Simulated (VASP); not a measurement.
# BiAs (CsCl type) (Pm-3m) in VASP: single point with PBE

Aim: the single point of BiAs (CsCl type) with PBE.

Program: VASP 6.6.1. These are calculated values, not measurements. Logs are shortened: lines on timing, memory, paths and dates and some standing lists are left out, and cuts for length are marked.

**1. The cell of the first run**

It takes space group Pm-3m (No. 221, cubic). The conventional cell has a = 3.766 Å, b = 3.766 Å, c = 3.766 Å, α = 90.00°, β = 90.00°, γ = 90.00°. Within 4.3 Å of As (site symmetry m-3m) lie 8 Bi at 3.26 Å and 6 As at 3.77 Å. Bi (site symmetry m-3m) has 8 As at 3.26 Å and 6 Bi at 3.77 Å within 4.3 Å.

**2. Single point, PBE, collinear spin**

Input file INCAR:

```
SYSTEM = BiAs
PREC     = Accurate       ! precision mode
ENCUT    = 520            ! plane-wave cutoff, eV
EDIFF    = 1E-6           ! SCF threshold, eV
ISMEAR   = -1             ! smearing method
SIGMA    = 0.05           ! smearing width, eV
LREAL    = .FALSE.        ! projectors in reciprocal space
LASPH    = .TRUE.         ! aspherical terms in the spheres
NELM     = 150            ! most SCF steps
ALGO     = Normal         ! electronic algorithm
ISIF     = 2              ! what is computed and relaxed
LWAVE    = .FALSE.        ! write WAVECAR
LCHARG   = .TRUE.         ! write CHGCAR
ISPIN    = 2              ! spin polarisation
MAGMOM   = 3 1            ! initial moments
LORBIT   = 11             ! projections on sites
GGA      = PE             ! functional
LELF     = .TRUE.         ! ELF
LVHAR    = .TRUE.       
NBANDS   = 21             ! bands
```

Input file KPOINTS:

```
regular mesh
0
G
  13 13 13
  0 0 0
```

Input file POSCAR:

```
BiAs
1.0
    3.7664996236      0.0000000000      0.0000000000
    0.0000000000      3.7664996236      0.0000000000
    0.0000000000      0.0000000000      3.7664996236
As Bi
1 1
Direct
    0.0000000000      0.0000000000      0.0000000000
    0.5000000000      0.5000000000      0.5000000000
```

Potentials or basis: VASP PAW PBE potentials, release 64 (As, Bi_d).

Launch:

```
$ cat potpaw_PBE.64/As/POTCAR potpaw_PBE.64/Bi_d/POTCAR > POTCAR
$ mpirun -np 1 vasp_std > vasp.out
```

OUTCAR:

```text
SYSTEM = BiAs
   PREC = Accurate
   ENCUT = 520
   EDIFF = 1E-6
   ISMEAR = -1
   LREAL = .FALSE.
   LASPH = .TRUE.
   NELM = 150
   ISIF = 2
   ISPIN = 2
   LORBIT = 11
   GGA = PE

 ion  position               nearest neighbor table
   1  0.000  0.000  0.000-   2 3.26   2 3.26   2 3.26   2 3.26   2 3.26   2 3.26   2 3.26   2 3.26

   2  0.500  0.500  0.500-   1 3.26   1 3.26   1 3.26   1 3.26   1 3.26   1 3.26   1 3.26   1 3.26

  LATTYP: Found a simple cubic cell.
 ALAT       =     3.7664996236

  Lattice vectors:

 A1 = (   3.7664996236,   0.0000000000,   0.0000000000)
 A2 = (   0.0000000000,   3.7664996236,   0.0000000000)
 A3 = (   0.0000000000,   0.0000000000,   3.7664996236)

Analysis of symmetry for initial positions (statically):
=====================================================================
 Subroutine PRICEL returns:
 Original cell was already a primitive cell.

 Routine SETGRP: Setting up the symmetry group for a
 simple cubic supercell.

 Subroutine GETGRP returns: Found 48 space group operations
 (whereof 48 operations were pure point group operations)
 out of a pool of 48 trial point group operations.

The static configuration has the point symmetry O_h .

Analysis of symmetry for dynamics (positions and initial velocities):
=====================================================================
 Subroutine PRICEL returns:
 Original cell was already a primitive cell.

 Routine SETGRP: Setting up the symmetry group for a
 simple cubic supercell.

 Subroutine GETGRP returns: Found 48 space group operations
 (whereof 48 operations were pure point group operations)
 out of a pool of 48 trial point group operations.

The dynamic configuration has the point symmetry O_h .

Analysis of structural, dynamic, and magnetic symmetry:
=====================================================================
 Subroutine PRICEL returns:
 Original cell was already a primitive cell.

 Routine SETGRP: Setting up the symmetry group for a
 simple cubic supercell.

 Subroutine GETGRP returns: Found 48 space group operations
 (whereof 48 operations were pure point group operations)
 out of a pool of 48 trial point group operations.

The overall configuration has the point symmetry O_h .

 Subroutine INISYM returns: Found 48 space group operations
 (whereof 48 operations are pure point group operations),
 and found     1 'primitive' translations

----------------------------------------------------------------------------------------

                                     Primitive cell

  volume of cell :      53.4335

  direct lattice vectors                    reciprocal lattice vectors
     3.766499624  0.000000000  0.000000000     0.265498500  0.000000000  0.000000000
     0.000000000  3.766499624  0.000000000     0.000000000  0.265498500  0.000000000
     0.000000000  0.000000000  3.766499624     0.000000000  0.000000000  0.265498500

  length of vectors
     3.766499624  3.766499624  3.766499624     0.265498500  0.265498500  0.265498500

  position of ions in fractional coordinates (direct lattice)
     0.000000000  0.000000000  0.000000000
     0.500000000  0.500000000  0.500000000

  ion indices of the primitive-cell ions
   primitive index   ion index
                 1           1
                 2           2

----------------------------------------------------------------------------------------

 KPOINTS: regular mesh

Automatic generation of k-mesh.
 Grid dimensions read from file:
 generate k-points for:   13   13   13

 Generating k-lattice:

  Cartesian coordinates                     Fractional coordinates (reciprocal lattice)
     0.020422962  0.000000000  0.000000000     0.076923077  0.000000000  0.000000000
     0.000000000  0.020422962  0.000000000     0.000000000  0.076923077  0.000000000
     0.000000000  0.000000000  0.020422962     0.000000000  0.000000000  0.076923077

  Length of vectors
     0.020422962  0.020422962  0.020422962

  Shift w.r.t. Gamma in fractional coordinates (k-lattice)
     0.000000000  0.000000000  0.000000000

 Subroutine IBZKPT returns following result:
 ===========================================

 Found     84 irreducible k-points:

 Following reciprocal coordinates:
            Coordinates               Weight
  0.000000  0.000000  0.000000      1.000000
  0.076923  0.000000  0.000000      6.000000
  0.153846  0.000000  0.000000      6.000000
  0.230769  0.000000  0.000000      6.000000
  0.307692  0.000000  0.000000      6.000000
  0.384615  0.000000  0.000000      6.000000
[... 16 lines left out ...]
  0.307692  0.307692  0.000000     12.000000
  0.384615  0.307692  0.000000     24.000000
 [... further k-points ...]
   k-points           NKPTS =     84   k-points in BZ     NKDIM =     84   number of bands    NBANDS=     21
   number of dos      NEDOS =    301   number of ions     NIONS =      2
   total plane-waves  NPLWV =  21952
   dimension x,y,z NGX =    28 NGY =   28 NGZ =   28
   dimension x,y,z NGXF=    56 NGYF=   56 NGZF=   56
   ions per type =               1   1
   NGX,Y,Z   is equivalent  to a cutoff of  12.36, 12.36, 12.36 a.u.
   NGXF,Y,Z  is equivalent  to a cutoff of  24.72, 24.72, 24.72 a.u.
 SYSTEM =  BiAs
   PREC   = accura    normal or accurate (medium, high low for compatibility)
   ISTART =      0    job   : 0-new  1-cont  2-samecut
   ICHARG =      2    charge: 1-file 2-atom 10-const
   ISPIN  =      2    spin polarized calculation?
   LNONCOLLINEAR =      F non collinear calculations
   LSORBIT =      F    spin-orbit coupling
   LASPH  =      T    aspherical Exc in radial PAW
   ENCUT  =  520.0 eV  38.22 Ry    6.18 a.u.   7.00  7.00  7.00*2*pi/ulx,y,z
   NELM   =    150;   NELMIN=  2; NELMDL= -5     # of ELM steps
   EDIFF  = 0.1E-05   stopping-criterion for ELM
   LREAL  =      F    real-space projection
   EDIFFG = 0.1E-04   stopping-criterion for IOM
   NSW    =      0    number of steps for IOM
   IBRION =     -1    ionic relax: 0-MD 1-quasi-New 2-CG
   NFREE  =      0    steps in history (QN), initial steepest desc. (CG)
   ISIF   =      2    stress and relaxation
   ISYM   =      2    0-nonsym 1-usesym 2-fastsym
   POTIM  = 0.5000    time-step for ionic-motion
   TEBEG  =    0.0;   TEEND  =   0.0 temperature during run
   PSTRESS=    0.0 pullay stress
   NELECT =      20.0000    total number of electrons
   NUPDOWN=      -1.0000    fix difference up-down
   EMIN   =  10.00;   EMAX   =-10.00  energy-range for DOS
   EFERMI =   0.00;   METHOD = LEGACY
   ISMEAR =    -1;   SIGMA  =   0.05  broadening in eV -4-tet -1-fermi 0-gaus
   EFERMI_NEDOS =   21; number of points for ismear=-14 and -15
   IALGO  =     38    algorithm
   IMIX   =      4    mixing-type and parameters
     AMIX     =   0.40;   BMIX     =  1.00
     AMIX_MAG =   1.60;   BMIX_MAG =  1.00
  volume/ion in A,a.u.               =      26.72       180.29
  Fermi-wavevector in a.u.,A,eV,Ry     =   1.179814  2.229525 18.938782  1.391961
  Thomas-Fermi vector in A             =   2.316118
   LORBIT       =     11    0 simple, 1 ext, 2 COOP (PROOUT), +10 PAW based schemes
   GGA     = PE    functional components
   LHFCALC =     F    Hartree Fock is set to
   AEXX    =    0.0000 exact exchange contribution
   IVDW    =     0    specifies the selected vdW correction
   LEPSILON=     F    determine dielectric tensor
   LRPA    =     F    only Hartree local field effects (RPA)
 spin polarized calculation
  energy-cutoff  :      520.00
  volume of cell :       53.43
 maximum number of plane-waves:      1454
   NGX = 15   NGY = 15   NGZ = 15

 number of electron      20.0000008 magnetization       0.0000910

 number of electron      20.0000008 magnetization      -0.0003203

 Free energy of the ion-electron system (eV)
  ---------------------------------------------------
  ext. energy  EPLUGINS =         0.00000000
  ---------------------------------------------------
  free energy    TOTEN  =        -8.02809308 eV

  energy without entropy =       -8.01958811  energy(sigma->0) =       -8.02384060

 E-fermi :   6.5067     XC(G=0): -10.1954

 val. band max:        6.4550453929   @ k =   0.4615   0.2308   0.0769
 cond. band min:       6.5072443525   @ k =   0.3077   0.3077   0.0000
 fundamental gap:      0.0521989596
 Fermi energy:         6.5066736642

 spin component 1

 k-point     1 :       0.0000    0.0000    0.0000
  band No.  band energies     occupation
      1     -16.6468      1.00000
      2     -16.6468      1.00000
      3     -16.5692      1.00000
      4     -16.5692      1.00000
      5     -16.5692      1.00000
      6      -7.0096      1.00000
[... 13 lines left out ...]
     20      19.2129      0.00000
     21      19.2129      0.00000

 k-point     2 :       0.0769    0.0000    0.0000
  band No.  band energies     occupation
      1     -16.6466      1.00000
      2     -16.6430      1.00000
      3     -16.5703      1.00000
      4     -16.5703      1.00000
      5     -16.5690      1.00000
      6      -6.9516      1.00000
[... 13 lines left out ...]
     20      18.5256      0.00000
     21      19.9862      0.00000

 k-point     3 :       0.1538    0.0000    0.0000
  band No.  band energies     occupation
      1     -16.6462      1.00000
      2     -16.6326      1.00000
      3     -16.5736      1.00000
      4     -16.5736      1.00000
      5     -16.5688      1.00000
      6      -6.7784      1.00000
[... 13 lines left out ...]
     20      18.5881      0.00000
     21      21.1885      0.00000
[... 457 lines left out ...]
 k-point    23 :       0.3077    0.3077    0.0000
  band No.  band energies     occupation
      1     -16.6225      1.00000
      2     -16.6004      1.00000
      3     -16.5816      1.00000
      4     -16.5809      1.00000
      5     -16.5777      1.00000
      6      -5.2572      1.00000
[... 13 lines left out ...]
     20      19.1142      0.00000
     21      20.5593      0.00000

 k-point    24 :       0.3846    0.3077    0.0000
  band No.  band energies     occupation
      1     -16.6197      1.00000
      2     -16.6054      1.00000
      3     -16.5851      1.00000
      4     -16.5807      1.00000
      5     -16.5669      1.00000
      6      -4.8292      1.00000
[... 13 lines left out ...]
     20      18.9309      0.00000
     21      21.5683      0.00000

 [... further k-points ...]

 spin component 2

 k-point     1 :       0.0000    0.0000    0.0000
  band No.  band energies     occupation
      1     -16.6468      1.00000
      2     -16.6468      1.00000
      3     -16.5691      1.00000
      4     -16.5691      1.00000
      5     -16.5691      1.00000
      6      -7.0096      1.00000
[... 13 lines left out ...]
     20      19.2128      0.00000
     21      19.2128      0.00000

 k-point     2 :       0.0769    0.0000    0.0000
  band No.  band energies     occupation
      1     -16.6466      1.00000
      2     -16.6430      1.00000
      3     -16.5703      1.00000
      4     -16.5703      1.00000
      5     -16.5690      1.00000
      6      -6.9517      1.00000
[... 13 lines left out ...]
     20      18.5253      0.00000
     21      19.9860      0.00000

 k-point     3 :       0.1538    0.0000    0.0000
  band No.  band energies     occupation
      1     -16.6462      1.00000
      2     -16.6326      1.00000
      3     -16.5736      1.00000
      4     -16.5736      1.00000
      5     -16.5688      1.00000
      6      -6.7785      1.00000
[... 13 lines left out ...]
     20      18.5879      0.00000
     21      21.1876      0.00000
[... 457 lines left out ...]
 k-point    23 :       0.3077    0.3077    0.0000
  band No.  band energies     occupation
      1     -16.6225      1.00000
      2     -16.6004      1.00000
      3     -16.5816      1.00000
      4     -16.5809      1.00000
      5     -16.5777      1.00000
      6      -5.2573      1.00000
[... 13 lines left out ...]
     20      19.1141      0.00000
     21      20.5592      0.00000

 k-point    24 :       0.3846    0.3077    0.0000
  band No.  band energies     occupation
      1     -16.6196      1.00000
      2     -16.6054      1.00000
      3     -16.5851      1.00000
      4     -16.5807      1.00000
      5     -16.5669      1.00000
      6      -4.8293      1.00000
[... 13 lines left out ...]
     20      18.9309      0.00000
     21      21.5682      0.00000

 [... further k-points ...]

------------------------ aborting loop because EDIFF is reached ----------------------------------------

  FORCE on cell =-STRESS in cart. coord.  units (eV):
  Direction    XX          YY          ZZ          XY          YZ          ZX
  --------------------------------------------------------------------------------------
  -------------------------------------------------------------------------------------
  Total       -1.1365759     -1.1365759     -1.1365759      0.0000000     -0.0000000      0.0000000
  in kB      -34.0796579    -34.0796579    -34.0796579      0.0000000     -0.0000000      0.0000000
  external PRESSURE =     -34.0796579 kB  Pullay stress =       0.0000000 kB

 VOLUME and BASIS-vectors are now :
 -----------------------------------------------------------------------------
  energy-cutoff  :      520.00
  volume of cell :       53.43
      direct lattice vectors                 reciprocal lattice vectors
     3.766499624  0.000000000  0.000000000     0.265498500  0.000000000  0.000000000
     0.000000000  3.766499624  0.000000000     0.000000000  0.265498500  0.000000000
     0.000000000  0.000000000  3.766499624     0.000000000  0.000000000  0.265498500

 POSITION                                       TOTAL-FORCE (eV/Angst)
 -----------------------------------------------------------------------------------
      0.00000      0.00000      0.00000         0.000000      0.000000      0.000000
      1.88325      1.88325      1.88325         0.000000      0.000000      0.000000
 -----------------------------------------------------------------------------------
    total drift:                                0.000000      0.000000      0.000000

  FREE ENERGIE OF THE ION-ELECTRON SYSTEM (eV)
  ---------------------------------------------------
  free  energy   TOTEN  =        -8.0280930772 eV

  energy  without entropy=       -8.0195881134  energy(sigma->0) =       -8.02384060

 total charge

# of ion       s       p       d       tot
------------------------------------------
    1        1.313   1.286   0.022   2.621
    2        1.583   1.124   9.932  12.639
--------------------------------------------------
tot          2.896   2.410   9.954  15.260

 magnetization (x)

# of ion       s       p       d       tot
------------------------------------------
    1        0.000  -0.000  -0.000  -0.000
    2        0.000   0.000  -0.000   0.000
--------------------------------------------------
tot          0.000  -0.000  -0.000  -0.000
```

It took 1.7 min on 1 thread of Intel Xeon Platinum 8259CL at 2.50GHz (Skylake/Cascade Lake), shared host; peak memory 0.27 GiB.

What came out:

| Item | Value |
| --- | --- |
| Free energy | -8.0281 eV |
| Pressure | -3.4 GPa |
| Band gap on the k mesh | zero (filled and empty bands overlap) |
| Net moment | 0.00 μB per cell |
| Valence electrons inside the program's atomic spheres | As 2.62; Bi 12.64 |

Caveat: the cell stands under tension; spin-orbit coupling is left out, which moves the levels of the heavy elements.
